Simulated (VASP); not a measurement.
# ZrB (Fm-3m) in VASP: a series of runs, part 2 of 2

VASP 6.6.1. Earlier steps stand in the parts before.

## (4) Single point, PBE (14.79 Å³/atom)

This run uses another cell than the first one, of 14.79 Å³/atom.

INCAR

```
PREC = Accurate
ENCUT = 520
EDIFF = 1E-6
ISMEAR = 0
SIGMA = 0.05
LREAL = False
LASPH = True
NELM = 60
ALGO = Normal
ISIF = 2
LWAVE = False
LCHARG = False
GGA = PE
NBANDS = 14
```

KPOINTS

```
Automatic mesh
0
Gamma
  8 8 8
```

POSCAR

```
ZrB
1.0
    0.0000000000      2.4546525569      2.4546525569
    2.4546525569      0.0000000000      2.4546525569
    2.4546525569      2.4546525569      0.0000000000
Zr B
1 1
Direct
    0.5000000000      0.5000000000      0.5000000000
    0.0000000000      0.0000000000      0.0000000000
```

Potentials or basis: VASP PAW PBE potentials, release 64 (Zr_sv, B).

Run with:

```
$ cat potpaw_PBE.64/Zr_sv/POTCAR potpaw_PBE.64/B/POTCAR > POTCAR
$ mpirun -np 1 vasp_std > vasp.out
```

OUTCAR:

```text
PREC = Accurate
   ENCUT = 520
   EDIFF = 1E-6
   ISMEAR = 0
   LREAL = False
   LASPH = True
   NELM = 60
   ISIF = 2
   GGA = PE

 ion  position               nearest neighbor table
   1  0.500  0.500  0.500-   2 2.45   2 2.45   2 2.45   2 2.45   2 2.45   2 2.45
   2  0.000  0.000  0.000-   1 2.45   1 2.45   1 2.45   1 2.45   1 2.45   1 2.45

  LATTYP: Found a face centered cubic cell.
 ALAT       =     4.9093051138

  Lattice vectors:

 A1 = (   0.0000000000,   2.4546525569,   2.4546525569)
 A2 = (   2.4546525569,   0.0000000000,   2.4546525569)
 A3 = (   2.4546525569,   2.4546525569,   0.0000000000)

Analysis of symmetry for initial positions (statically):
=====================================================================
 Subroutine PRICEL returns:
 Original cell was already a primitive cell.

 Routine SETGRP: Setting up the symmetry group for a
 face centered cubic supercell.

 Subroutine GETGRP returns: Found 48 space group operations
 (whereof 48 operations were pure point group operations)
 out of a pool of 48 trial point group operations.

The static configuration has the point symmetry O_h .

Analysis of symmetry for dynamics (positions and initial velocities):
[... 178 lines left out ...]
     10      10.5489      0.00000
     11      10.8485      0.00000
     12      10.8485      0.00000
     13      10.8485      0.00000
     14      18.3595      0.00000
[... 377 lines left out ...]
      1     -40.0111      2.00000
      2     -18.3594      2.00000
      3     -18.1018      2.00000
      4     -18.0072      2.00000
      5       2.5899      2.00000
      6       4.6026      2.00000
      7       6.4131      2.00000
      8       6.7693      2.00000
      9      11.7101      0.00000
     10      11.7889      0.00000
     11      13.1242      0.00000
     12      16.4265      0.00000
     13      16.5349      0.00000
     14      17.9996      0.00000

 [... further k-points ...]

------------------------ aborting loop because EDIFF is reached ----------------------------------------

  FORCE on cell =-STRESS in cart. coord.  units (eV):
  Direction    XX          YY          ZZ          XY          YZ          ZX
  --------------------------------------------------------------------------------------
  -------------------------------------------------------------------------------------
  Total       -0.0619135     -0.0619135     -0.0619135      0.0000000      0.0000000      0.0000000
  in kB       -3.3534808     -3.3534808     -3.3534808      0.0000000      0.0000000      0.0000000
  external PRESSURE =      -3.3534808 kB  Pullay stress =       0.0000000 kB

 VOLUME and BASIS-vectors are now :
 -----------------------------------------------------------------------------
  energy-cutoff  :      520.00
  volume of cell :       29.58
      direct lattice vectors                 reciprocal lattice vectors
     0.000000000  2.454652557  2.454652557    -0.203694816  0.203694816  0.203694816
     2.454652557  0.000000000  2.454652557     0.203694816 -0.203694816  0.203694816
     2.454652557  2.454652557  0.000000000     0.203694816  0.203694816 -0.203694816

 POSITION                                       TOTAL-FORCE (eV/Angst)
 -----------------------------------------------------------------------------------
      2.45465      2.45465      2.45465        -0.000000     -0.000000     -0.000000
      0.00000      0.00000      0.00000         0.000000      0.000000      0.000000
 -----------------------------------------------------------------------------------
    total drift:                                0.000000      0.000000      0.000000

  FREE ENERGIE OF THE ION-ELECTRON SYSTEM (eV)
  ---------------------------------------------------
  free  energy   TOTEN  =       -15.9990978780 eV

  energy  without entropy=      -15.9978766539  energy(sigma->0) =      -15.99848727
```

OSZICAR:

```text
N       E                     dE             d eps       ncg     rms          rms(c)
DAV:   1     0.920851875753E+02    0.92085E+02   -0.78605E+03   820   0.102E+03
DAV:   2    -0.127393557454E+02   -0.10482E+03   -0.10003E+03   974   0.281E+02
DAV:   3    -0.176145659976E+02   -0.48752E+01   -0.48382E+01  1328   0.508E+01
DAV:   4    -0.178884478653E+02   -0.27388E+00   -0.27386E+00   976   0.709E+00
DAV:   5    -0.178918954972E+02   -0.34476E-02   -0.34476E-02  1170   0.850E-01    0.168E+01
DAV:   6    -0.160005139389E+02    0.18914E+01   -0.28055E+00   938   0.144E+01    0.566E+00
DAV:   7    -0.159980468160E+02    0.24671E-02   -0.28700E-01  1114   0.359E+00    0.261E+00
DAV:   8    -0.159998168057E+02   -0.17700E-02   -0.35961E-02  1018   0.156E+00    0.278E-01
DAV:   9    -0.159990132258E+02    0.80358E-03   -0.39972E-03   940   0.397E-01    0.156E-01
DAV:  10    -0.159991104116E+02   -0.97186E-04   -0.51555E-04   938   0.251E-01    0.410E-02
DAV:  11    -0.159990993402E+02    0.11071E-04   -0.37310E-05  1034   0.468E-02    0.442E-03
DAV:  12    -0.159990978516E+02    0.14885E-05   -0.16573E-06   720   0.137E-02    0.418E-03
DAV:  13    -0.159990978780E+02   -0.26393E-07   -0.16563E-07   472   0.427E-03
   1 F= -.15999098E+02 E0= -.15998487E+02  d E =-.122122E-02
```

Wall time 17 s (1 thread of Intel Xeon 8259CL, shared host); peak memory 0.16 GiB.

Results:

```yaml
Free_energy: -15.9991 eV
Pressure: -0.3 GPa
Band_gap_on_the_k_mesh: zero (an odd number of electrons rules out a gap without spin polarisation)
```

Levels at points of the mesh, in eV from the Fermi level:
```tsv
k point	band 6	band 7	band 8	band 9	band 10	band 11
(0.00, 0.00, 0.00)	1.71	1.71	1.71	3.10	3.10	3.40
(0.50, 0.00, 0.00)	-3.82	-1.18	-1.18	4.76	4.76	6.03
(0.50, 0.50, 0.00)	-0.82	-0.79	2.01	2.01	4.50	5.67
```

## (5) Single point, r2SCAN (14.22 Å³/atom)

This run uses another cell than the first one, of 14.22 Å³/atom.

POSCAR

```
ZrB
1.0
    0.0000000000      2.4224938233      2.4224938233
    2.4224938233      0.0000000000      2.4224938233
    2.4224938233      2.4224938233      0.0000000000
Zr B
1 1
Direct
    0.5000000000      0.5000000000      0.5000000000
    0.0000000000      0.0000000000      0.0000000000
```

INCAR.step1

```
PREC = Accurate ; ENCUT = 520
ISMEAR = 0 ; SIGMA = 0.05
LREAL = False ; LASPH = True
NELM = 80 ; NBANDS = 14
GGA = PE ; ALGO = Normal
EDIFF = 1E-4 ; LWAVE = True
LCHARG = False
```

INCAR.step2

```
PREC = Accurate ; ENCUT = 520
EDIFF = 1E-7 ; ISMEAR = 0
SIGMA = 0.05 ; LREAL = False
LASPH = True ; NELM = 80
ALGO = Normal ; ISIF = 2
LWAVE = False ; LCHARG = False
METAGGA = R2SCAN ; LMIXTAU = True
NBANDS = 14 ; ISTART = 1
```

KPOINTS

```
regular mesh
0
Gamma
  12 12 12
```

Potentials or basis: VASP PAW PBE potentials, release 64 (Zr_sv, B).

Run with:

```
$ cat potpaw_PBE.64/Zr_sv/POTCAR potpaw_PBE.64/B/POTCAR > POTCAR
$ cp INCAR.step1 INCAR
$ mpirun -np 1 vasp_std > vasp.out
$ cp INCAR.step2 INCAR
$ mpirun -np 1 vasp_std > vasp.out
```

OUTCAR:

```text
PREC = Accurate
   ENCUT = 520
   EDIFF = 1E-7
   ISMEAR = 0
   LREAL = False
   LASPH = True
   NELM = 80
   ISIF = 2
   METAGGA = R2SCAN
   ISTART = 1

 ion  position               nearest neighbor table
   1  0.500  0.500  0.500-   2 2.42   2 2.42   2 2.42   2 2.42   2 2.42   2 2.42
   2  0.000  0.000  0.000-   1 2.42   1 2.42   1 2.42   1 2.42   1 2.42   1 2.42

  LATTYP: Found a face centered cubic cell.
 ALAT       =     4.8449876466

  Lattice vectors:

 A1 = (   0.0000000000,   2.4224938233,   2.4224938233)
 A2 = (   2.4224938233,   0.0000000000,   2.4224938233)
 A3 = (   2.4224938233,   2.4224938233,   0.0000000000)

Analysis of symmetry for initial positions (statically):
=====================================================================
 Subroutine PRICEL returns:
 Original cell was already a primitive cell.

 Routine SETGRP: Setting up the symmetry group for a
 face centered cubic supercell.

 Subroutine GETGRP returns: Found 48 space group operations
 (whereof 48 operations were pure point group operations)
 out of a pool of 48 trial point group operations.

The static configuration has the point symmetry O_h .

Analysis of symmetry for dynamics (positions and initial velocities):
=====================================================================
 Subroutine PRICEL returns:
 Original cell was already a primitive cell.

 Routine SETGRP: Setting up the symmetry group for a
 face centered cubic supercell.

 Subroutine GETGRP returns: Found 48 space group operations
 (whereof 48 operations were pure point group operations)
 out of a pool of 48 trial point group operations.

The dynamic configuration has the point symmetry O_h .

 Subroutine INISYM returns: Found 48 space group operations
 (whereof 48 operations are pure point group operations),
 and found     1 'primitive' translations

----------------------------------------------------------------------------------------

                                     Primitive cell

  volume of cell :      28.4327

  direct lattice vectors                    reciprocal lattice vectors
[... 119 lines left out ...]
 Gauss-broadening in eV      SIGMA  =   0.05
  energy-cutoff  :      520.00
  volume of cell :       28.43
 maximum number of plane-waves:       778
 NGX is ok and might be reduce to    28
   NGX = 13   NGY = 13   NGZ = 13

 number of electron      15.0000000 magnetization

 Free energy of the ion-electron system (eV)
  ---------------------------------------------------
  ext. energy  EPLUGINS =         0.00000000
  ---------------------------------------------------
  free energy    TOTEN  =       -30.95860925 eV

  energy without entropy =      -30.95788121  energy(sigma->0) =      -30.95824523

 E-fermi :   7.7761     XC(G=0): -12.4911

 val. band max:        7.7419531273   @ k =   0.5000   0.2500   0.0000
 cond. band min:       7.8023848522   @ k =   0.2500   0.0833   0.0000
 fundamental gap:      0.0604317248
 Fermi energy:         7.7761006202

 k-point     1 :       0.0000    0.0000    0.0000
  band No.  band energies     occupation
      1     -41.1780      2.00000
      2     -18.2850      2.00000
      3     -18.2850      2.00000
      4     -18.2850      2.00000
      5      -0.9093      2.00000
      6       9.8374      0.00000
      7       9.8374      0.00000
      8       9.8374      0.00000
      9      11.2171      0.00000
     10      11.2171      0.00000
     11      11.4794      0.00000
     12      11.4794      0.00000
     13      11.4794      0.00000
     14      19.0794      0.00000
[... 377 lines left out ...]
      1     -41.0960      2.00000
      2     -18.8749      2.00000
      3     -18.4713      2.00000
      4     -18.3741      2.00000
      5       2.7341      2.00000
      6       4.3776      2.00000
      7       6.6927      2.00000
      8       6.8228      2.00000
      9      12.7559      0.00000
     10      12.9244      0.00000
     11      14.1199      0.00000
     12      17.4986      0.00000
     13      18.3647      0.00000
     14      19.1486      0.00000

 [... further k-points ...]

------------------------ aborting loop because EDIFF is reached ----------------------------------------

  FORCE on cell =-STRESS in cart. coord.  units (eV):
  Direction    XX          YY          ZZ          XY          YZ          ZX
  --------------------------------------------------------------------------------------
  -------------------------------------------------------------------------------------
  Total        1.2952274      1.2952274      1.2952274     -0.0000000      0.0000000      0.0000000
  in kB       72.9858343     72.9858343     72.9858343     -0.0000000      0.0000000      0.0000000
  external PRESSURE =      72.9858343 kB  Pullay stress =       0.0000000 kB

 VOLUME and BASIS-vectors are now :
 -----------------------------------------------------------------------------
  energy-cutoff  :      520.00
  volume of cell :       28.43
      direct lattice vectors                 reciprocal lattice vectors
     0.000000000  2.422493823  2.422493823    -0.206398875  0.206398875  0.206398875
     2.422493823  0.000000000  2.422493823     0.206398875 -0.206398875  0.206398875
     2.422493823  2.422493823  0.000000000     0.206398875  0.206398875 -0.206398875

 POSITION                                       TOTAL-FORCE (eV/Angst)
 -----------------------------------------------------------------------------------
      2.42249      2.42249      2.42249         0.000000      0.000000     -0.000000
      0.00000      0.00000      0.00000        -0.000000     -0.000000      0.000000
 -----------------------------------------------------------------------------------
    total drift:                                0.000000      0.000000      0.000000

  FREE ENERGIE OF THE ION-ELECTRON SYSTEM (eV)
  ---------------------------------------------------
  free  energy   TOTEN  =       -30.9586092531 eV

  energy  without entropy=      -30.9578812058  energy(sigma->0) =      -30.95824523
```

Wall time 4.1 min (1 thread of Intel Xeon 8259CL, shared host); peak memory 0.18 GiB.

Results:

| Item | Value |
| --- | --- |
| Free energy | -30.9586 eV |
| Pressure | 7.3 GPa |
| Band gap on the k mesh | zero (an odd number of electrons rules out a gap without spin polarisation) |

Levels at points of the mesh, in eV from the Fermi level:
```csv
k point,band 6,band 7,band 8,band 9,band 10,band 11
"(0.00, 0.00, 0.00)",2.06,2.06,2.06,3.44,3.44,3.70
"(0.50, 0.00, 0.00)",-4.06,-1.27,-1.27,5.42,5.42,6.84
"(0.50, 0.50, 0.00)",-0.83,-0.76,2.24,2.24,4.97,6.42
```

Caveat: the cell stands under pressure; the PAW data sets were made with another functional, which shifts forces and pressure a little.

## (6) The runs side by side

```tsv
level	cell	k mesh	gap on the mesh (eV)	pressure (GPa)
PBE	a = 3.299 Å, angles 60.0°, 2 atoms	8 × 8 × 8	none	32.4
PBE	a = 3.426 Å, angles 60.0°, 2 atoms	8 × 8 × 8	none	6.5
PBE	a = 3.471 Å, angles 60.0°, 2 atoms	8 × 8 × 8	none	-0.3
r2SCAN	a = 3.426 Å, angles 60.0°, 2 atoms	12 × 12 × 12	none	7.3
```

Alike in all rows: task single point; potentials or basis VASP PAW PBE potentials, release 64 (Zr_sv, B); no spin polarisation; cutoff (eV) 520; smearing gaussian 0.05 eV.

Caveats: the cell stands under pressure (at least some runs); the PAW data sets were made with another functional, which shifts forces and pressure a little (at least some runs).

Total energies depend on the potentials used, so only differences within one code and one set of settings carry meaning.
